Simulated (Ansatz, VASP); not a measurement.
**Sn: VASP beside Ansatz**

```
Sn
1.0
    -2.81610    2.81610    1.57594
     2.81610   -2.81610    1.57594
     2.81610    2.81610   -1.57594
Sn
2
Direct
  0.75000 0.25000 0.50000
  0.00000 0.00000 0.00000
```

Change from the starting cell: strain -0.050 along x and y, -0.025 along z, atoms carried along.

Alike in both runs: task single point; functional PBE; k mesh 22 × 22 × 22; occupations gaussian, width 0.15 eV; no spin polarisation.

```csv
,VASP,Ansatz
version,VASP 6.6.1,Ansatz 0.2.0
potentials or method,"VASP PAW PBE potentials, release 64 (Sn_d), cutoff 520 eV","scalar-relativistic, plane waves, PAW"
valence electrons in the cell,28,28
```

VASP gave:

```
gap on the k mesh at the Fermi level (eV)                     : none
pressure (GPa)                                                : 8.3
traceless stress, the component that is largest in VASP (GPa) : -2.18
```

Task: What did Ansatz give for the same quantities?

Result: gap on the k mesh at the Fermi level (eV): none; pressure (GPa): 8.4; traceless stress, the component that is largest in VASP (GPa): -2.18.

A gap of «none» marks a metal or a gap that the smearing closes.
